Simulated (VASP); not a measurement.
# Zr3PN3 (Pm-3m) in VASP: single point with PBE

Aim: the single point of Zr3PN3 with PBE.

Program: VASP 6.6.1. These are calculated values, not measurements. Logs are shortened: lines on timing, memory, paths and dates and some standing lists are left out, and cuts for length are marked.

### Step 1. The cell of the first run

The structure is cubic, space group Pm-3m (No. 221). The conventional cell has a = 4.769 Å, b = 4.769 Å, c = 4.769 Å, α = 90.00°, β = 90.00°, γ = 90.00°. Within 3.1 Å of Zr (site symmetry 4/mmm) lie 2 P at 2.38 Å and 4 N at 2.38 Å. P (site symmetry m-3m) has 6 Zr at 2.38 Å within 3.1 Å. N (site symmetry 4/mmm) has 4 Zr at 2.38 Å within 3.1 Å.

### Step 2. Single point, PBE

POSCAR reads:

```
Zr3PN3
1.0
    4.7690237598      0.0000000000      0.0000000000
    0.0000000000      4.7690237598      0.0000000000
    0.0000000000      0.0000000000      4.7690237598
Zr P N
3 1 3
Direct
    0.5000000000      0.5000000000      0.0000000000
    0.0000000000      0.5000000000      0.5000000000
    0.5000000000      0.0000000000      0.5000000000
    0.5000000000      0.5000000000      0.5000000000
    0.5000000000      0.0000000000      0.0000000000
    0.0000000000      0.5000000000      0.0000000000
    0.0000000000      0.0000000000      0.5000000000
```

INCAR.step1 reads:

```
PREC = Accurate
ENCUT = 520
EDIFF = 1E-7
ISMEAR = 0
SIGMA = 0.1
LREAL = False
LASPH = True
NELM = 80
ALGO = Normal
ISIF = 2
LWAVE = False
LCHARG = True
LMAXMIX = 4
GGA = PE
NBANDS = 37
```

KPOINTS.step1 reads:

```
regular mesh
0
Gamma
  8 8 8
```

INCAR.step2 reads:

```
PREC = Accurate
ENCUT = 520
EDIFF = 1E-7
ISMEAR = -5
SIGMA = 0.1
LREAL = False
LASPH = True
NELM = 80
ALGO = Normal
ISIF = 2
LWAVE = False
LCHARG = False
LMAXMIX = 4
GGA = PE
LORBIT = 11
NBANDS = 37
NEDOS = 2001
ICHARG = 11
```

KPOINTS.step2 reads:

```
regular mesh
0
Gamma
  12 12 12
```

Potentials or basis: VASP PAW PBE potentials, release 64 (Zr_sv, P, N).

Started as:

```console
cat potpaw_PBE.64/Zr_sv/POTCAR potpaw_PBE.64/P/POTCAR potpaw_PBE.64/N/POTCAR > POTCAR
cp INCAR.step1 INCAR
cp KPOINTS.step1 KPOINTS
mpirun -np 1 vasp_std > vasp.out
cp INCAR.step2 INCAR
cp KPOINTS.step2 KPOINTS
mpirun -np 1 vasp_std > vasp.out
```

OUTCAR:

```text
PREC = Accurate
   ENCUT = 520
   EDIFF = 1E-7
   ISMEAR = -5
   LREAL = False
   LASPH = True
   NELM = 80
   ISIF = 2
   GGA = PE
   LORBIT = 11
   ICHARG = 11

 ion  position               nearest neighbor table
   1  0.500  0.500  0.000-   4 2.38   5 2.38   6 2.38   4 2.38   5 2.38   6 2.38   3 3.37   3 3.37
                             3 3.37   2 3.37   3 3.37   2 3.37   2 3.37   2 3.37
   2  0.000  0.500  0.500-   4 2.38   6 2.38   7 2.38   6 2.38   7 2.38   4 2.38   3 3.37   3 3.37
                             1 3.37   1 3.37   3 3.37   1 3.37   1 3.37   3 3.37
   3  0.500  0.000  0.500-   4 2.38   5 2.38   7 2.38   5 2.38   4 2.38   7 2.38   2 3.37   1 3.37
                             2 3.37   1 3.37   1 3.37   2 3.37   1 3.37   2 3.37
   4  0.500  0.500  0.500-   1 2.38   2 2.38   3 2.38   1 2.38   3 2.38   2 2.38
   5  0.500  0.000  0.000-   1 2.38   3 2.38   3 2.38   1 2.38
   6  0.000  0.500  0.000-   1 2.38   2 2.38   2 2.38   1 2.38
   7  0.000  0.000  0.500-   2 2.38   3 2.38   2 2.38   3 2.38

  LATTYP: Found a simple cubic cell.
 ALAT       =     4.7690237598

  Lattice vectors:

 A1 = (   4.7690237598,   0.0000000000,   0.0000000000)
 A2 = (   0.0000000000,   4.7690237598,   0.0000000000)
 A3 = (   0.0000000000,   0.0000000000,   4.7690237598)

Analysis of symmetry for initial positions (statically):
=====================================================================
 Subroutine PRICEL returns:
 Original cell was already a primitive cell.

 Routine SETGRP: Setting up the symmetry group for a
 simple cubic supercell.

 Subroutine GETGRP returns: Found 48 space group operations
 (whereof 48 operations were pure point group operations)
 out of a pool of 48 trial point group operations.

The static configuration has the point symmetry O_h .

Analysis of symmetry for dynamics (positions and initial velocities):
=====================================================================
 Subroutine PRICEL returns:
 Original cell was already a primitive cell.

 Routine SETGRP: Setting up the symmetry group for a
 simple cubic supercell.

 Subroutine GETGRP returns: Found 48 space group operations
 (whereof 48 operations were pure point group operations)
 out of a pool of 48 trial point group operations.

The dynamic configuration has the point symmetry O_h .

 Subroutine INISYM returns: Found 48 space group operations
 (whereof 48 operations are pure point group operations),
 and found     1 'primitive' translations

----------------------------------------------------------------------------------------

                                     Primitive cell

  volume of cell :     108.4647

  direct lattice vectors                    reciprocal lattice vectors
     4.769023760  0.000000000  0.000000000     0.209686521  0.000000000  0.000000000
     0.000000000  4.769023760  0.000000000     0.000000000  0.209686521  0.000000000
     0.000000000  0.000000000  4.769023760     0.000000000  0.000000000  0.209686521

  length of vectors
     4.769023760  4.769023760  4.769023760     0.209686521  0.209686521  0.209686521

  position of ions in fractional coordinates (direct lattice)
     0.500000000  0.500000000  0.000000000
     0.000000000  0.500000000  0.500000000
     0.500000000  0.000000000  0.500000000
     0.500000000  0.500000000  0.500000000
     0.500000000  0.000000000  0.000000000
     0.000000000  0.500000000  0.000000000
     0.000000000  0.000000000  0.500000000

  ion indices of the primitive-cell ions
   primitive index   ion index
                 1           1
                 2           2
                 3           3
                 4           4
                 5           5
                 6           6
                 7           7

----------------------------------------------------------------------------------------

 KPOINTS: regular mesh

Automatic generation of k-mesh.
 Grid dimensions read from file:
 generate k-points for:   12   12   12

 Generating k-lattice:

  Cartesian coordinates                     Fractional coordinates (reciprocal lattice)
     0.017473877  0.000000000  0.000000000     0.083333333  0.000000000  0.000000000
     0.000000000  0.017473877  0.000000000     0.000000000  0.083333333  0.000000000
     0.000000000  0.000000000  0.017473877     0.000000000  0.000000000  0.083333333

  Length of vectors
     0.017473877  0.017473877  0.017473877

  Shift w.r.t. Gamma in fractional coordinates (k-lattice)
     0.000000000  0.000000000  0.000000000

 TETIRR: Found    854 inequivalent tetrahedra from    10368

 Subroutine IBZKPT returns following result:
 ===========================================

 Found     84 irreducible k-points:

 Following reciprocal coordinates:
            Coordinates               Weight
  0.000000  0.000000  0.000000      1.000000
  0.083333  0.000000  0.000000      6.000000
  0.166667  0.000000  0.000000      6.000000
  0.250000  0.000000  0.000000      6.000000
  0.333333  0.000000  0.000000      6.000000
  0.416667  0.000000  0.000000      6.000000
[... 16 lines left out ...]
  0.333333  0.333333  0.000000     12.000000
  0.416667  0.333333  0.000000     24.000000
 [... further k-points ...]
   k-points           NKPTS =     84   k-points in BZ     NKDIM =     84   number of bands    NBANDS=     37
   number of dos      NEDOS =   2001   number of ions     NIONS =      7
   total plane-waves  NPLWV =  46656
   dimension x,y,z NGX =    36 NGY =   36 NGZ =   36
   dimension x,y,z NGXF=    72 NGYF=   72 NGZF=   72
   ions per type =               3   1   3
   NGX,Y,Z   is equivalent  to a cutoff of  12.55, 12.55, 12.55 a.u.
   NGXF,Y,Z  is equivalent  to a cutoff of  25.10, 25.10, 25.10 a.u.
 SYSTEM =  unknown system
   PREC   = accura    normal or accurate (medium, high low for compatibility)
   ISTART =      0    job   : 0-new  1-cont  2-samecut
   ICHARG =     11    charge: 1-file 2-atom 10-const
   ISPIN  =      1    spin polarized calculation?
   LNONCOLLINEAR =      F non collinear calculations
   LSORBIT =      F    spin-orbit coupling
   LASPH  =      T    aspherical Exc in radial PAW
   ENCUT  =  520.0 eV  38.22 Ry    6.18 a.u.   8.87  8.87  8.87*2*pi/ulx,y,z
   NELM   =     80;   NELMIN=  2; NELMDL=  0     # of ELM steps
   EDIFF  = 0.1E-06   stopping-criterion for ELM
   LREAL  =      F    real-space projection
   EDIFFG = 0.1E-05   stopping-criterion for IOM
   NSW    =      0    number of steps for IOM
   IBRION =     -1    ionic relax: 0-MD 1-quasi-New 2-CG
   NFREE  =      0    steps in history (QN), initial steepest desc. (CG)
   ISIF   =      2    stress and relaxation
   ISYM   =      2    0-nonsym 1-usesym 2-fastsym
   POTIM  = 0.5000    time-step for ionic-motion
   TEBEG  =    0.0;   TEEND  =   0.0 temperature during run
   PSTRESS=    0.0 pullay stress
   NELECT =      56.0000    total number of electrons
   NUPDOWN=      -1.0000    fix difference up-down
   EMIN   =  10.00;   EMAX   =-10.00  energy-range for DOS
   EFERMI =   0.00;   METHOD = LEGACY
   ISMEAR =    -5;   SIGMA  =   0.10  broadening in eV -4-tet -1-fermi 0-gaus
   EFERMI_NEDOS =   21; number of points for ismear=-14 and -15
   IALGO  =     38    algorithm
   IMIX   =      4    mixing-type and parameters
     AMIX     =   0.40;   BMIX     =  1.00
     AMIX_MAG =   1.60;   BMIX_MAG =  1.00
  volume/ion in A,a.u.               =      15.49       104.57
  Fermi-wavevector in a.u.,A,eV,Ry     =   1.313332  2.481839 23.467903  1.724842
  Thomas-Fermi vector in A             =   2.443663
   LORBIT       =     11    0 simple, 1 ext, 2 COOP (PROOUT), +10 PAW based schemes
   GGA     = PE    functional components
   LHFCALC =     F    Hartree Fock is set to
   AEXX    =    0.0000 exact exchange contribution
   IVDW    =     0    specifies the selected vdW correction
   LEPSILON=     F    determine dielectric tensor
   LRPA    =     F    only Hartree local field effects (RPA)
 non-spin polarized calculation
 Fermi weights with tetrahedron method with Bloechl corrections
  energy-cutoff  :      520.00
  volume of cell :      108.46
 maximum number of plane-waves:      2968
 NGX is ok and might be reduce to    36

 number of electron      55.9999994 magnetization

 Free energy of the ion-electron system (eV)
  ---------------------------------------------------
  ext. energy  EPLUGINS =         0.00000000
  ---------------------------------------------------
  free energy    TOTEN  =       -60.34089053 eV

  energy without entropy =      -60.34089053  energy(sigma->0) =      -60.34089053

 E-fermi :   7.0060     XC(G=0): -10.9182

 val. band max:        7.1019876986   @ k =   0.0000   0.0000   0.0000
 cond. band min:       6.9495900993   @ k =   0.1667   0.1667   0.1667
 fundamental gap:     -0.1523975993
 Fermi energy:         7.0060278627

 k-point     1 :       0.0000    0.0000    0.0000
  band No.  band energies     occupation
      1     -41.6737      2.00000
      2     -41.5853      2.00000
      3     -41.5853      2.00000
      4     -20.1542      2.00000
      5     -20.1542      2.00000
      6     -20.1542      2.00000
[... 29 lines left out ...]
     36       9.6306      0.00000
     37      11.3059      0.00000

 k-point     2 :       0.0833    0.0000    0.0000
  band No.  band energies     occupation
      1     -41.6723      2.00000
      2     -41.5866      2.00000
      3     -41.5853      2.00000
      4     -20.1514      2.00000
      5     -20.1513      2.00000
      6     -20.1513      2.00000
[... 29 lines left out ...]
     36       9.7320      0.00000
     37      11.3907      0.00000
[... 838 lines left out ...]
     36      10.8260      0.00000
     37      11.1845      0.00000

 k-point    24 :       0.4167    0.3333    0.0000
  band No.  band energies     occupation
      1     -41.6326      2.00000
      2     -41.6109      2.00000
      3     -41.5989      2.00000
      4     -20.3256      2.00000
      5     -20.0747      2.00000
      6     -19.8741      2.00000
[... 29 lines left out ...]
     36      10.8785      0.00000
     37      11.3475      0.00000

 [... further k-points ...]
[... 5 lines left out ...]
  --------------------------------------------------------------------------------------
  -------------------------------------------------------------------------------------
  Total        0.0433174      0.0433174      0.0433174      0.0000000      0.0000000     -0.0000000
  in kB        0.6398593      0.6398593      0.6398593      0.0000000      0.0000000     -0.0000000
  external PRESSURE =       0.6398593 kB  Pullay stress =       0.0000000 kB

 VOLUME and BASIS-vectors are now :
 -----------------------------------------------------------------------------
  energy-cutoff  :      520.00
  volume of cell :      108.46
      direct lattice vectors                 reciprocal lattice vectors
     4.769023760  0.000000000  0.000000000     0.209686521  0.000000000  0.000000000
     0.000000000  4.769023760  0.000000000     0.000000000  0.209686521  0.000000000
     0.000000000  0.000000000  4.769023760     0.000000000  0.000000000  0.209686521

 POSITION                                       TOTAL-FORCE (eV/Angst)
 -----------------------------------------------------------------------------------
      2.38451      2.38451      0.00000         0.000000      0.000000      0.000000
      0.00000      2.38451      2.38451         0.000000      0.000000      0.000000
      2.38451      0.00000      2.38451         0.000000      0.000000      0.000000
      2.38451      2.38451      2.38451         0.000000      0.000000      0.000000
      2.38451      0.00000      0.00000         0.000000      0.000000      0.000000
      0.00000      2.38451      0.00000         0.000000      0.000000      0.000000
      0.00000      0.00000      2.38451         0.000000      0.000000      0.000000
 -----------------------------------------------------------------------------------
    total drift:                                0.000000      0.000000      0.000000

  FREE ENERGIE OF THE ION-ELECTRON SYSTEM (eV)
  ---------------------------------------------------
  free  energy   TOTEN  =       -60.3408905340 eV

  energy  without entropy=      -60.3408905340  energy(sigma->0) =      -60.34089053

 total charge

# of ion       s       p       d       tot
------------------------------------------
    1        2.166   6.026   1.610   9.802
    2        2.166   6.026   1.610   9.802
    3        2.166   6.026   1.610   9.802
    4        1.066   1.783   0.000   2.849
    5        1.267   2.268   0.000   3.535
    6        1.267   2.268   0.000   3.535
    7        1.267   2.268   0.000   3.535
--------------------------------------------------
tot         11.365  26.664   4.830  42.859
```

Wall time 3 min (1 thread of AMD EPYC 9R45 (Zen 5), shared host); peak memory 0.37 GiB.

Results:

* Valence electrons inside the program's atomic spheres: Zr 9.80; P 2.85; N 3.54

Caveat: tetrahedron occupations give inexact forces and stress in metals.
